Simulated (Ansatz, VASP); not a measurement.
## One calculation of IrRu5, two programs

```
CELL_PARAMETERS angstrom
2.69859 0.00000 0.00000
0.00000 3.82201 0.00000
0.00000 0.00000 8.10199
ATOMIC_POSITIONS crystal
Ru 0.50000 0.50000 0.16931
Ru 0.00000 0.00000 0.33483
Ru 0.50000 0.50000 0.50000
Ru 0.00000 0.00000 0.66517
Ru 0.50000 0.50000 0.83069
Ir 0.00000 0.00000 0.00000
```

Alike in both runs: task single point; functional PBE; k mesh 6 × 4 × 2; occupations gaussian, width 0.1 eV; no spin polarisation.

|  | VASP | Ansatz |
| --- | --- | --- |
| version | VASP 6.6.1 | Ansatz 0.2.0 |
| potentials or method | VASP PAW PBE potentials, release 64 (Ru_pv, Ir), cutoff 520 eV | scalar-relativistic, plane waves, PAW |
| valence electrons in the cell | 79 | 97 |

|  | VASP | Ansatz | Ansatz less VASP |
| --- | --- | --- | --- |
| gap on the k mesh at the Fermi level (eV) | none | none | - |
| pressure (GPa) | 0.7 | 0.7 | +0.02 |
| traceless stress, the component that is largest in VASP (GPa) | -4.92 | -4.93 | -0.012 |
| rms of the force components (eV/Å) | 0.060 | 0.057 | -0.0033 |

Atom by atom the forces differ by 0.006 eV/Å (rms over components). A gap of «none» marks a metal or a gap that the smearing closes. The functional is the same, so the differences come from potentials, cutoffs and numerics. VASP's potentials hold 79 valence electrons a cell and Ansatz's 97, so a difference there can come from the potentials and not from the codes.

The k mesh is coarse, so the values compare programs but aren't converged. Spin-orbit coupling is off throughout.
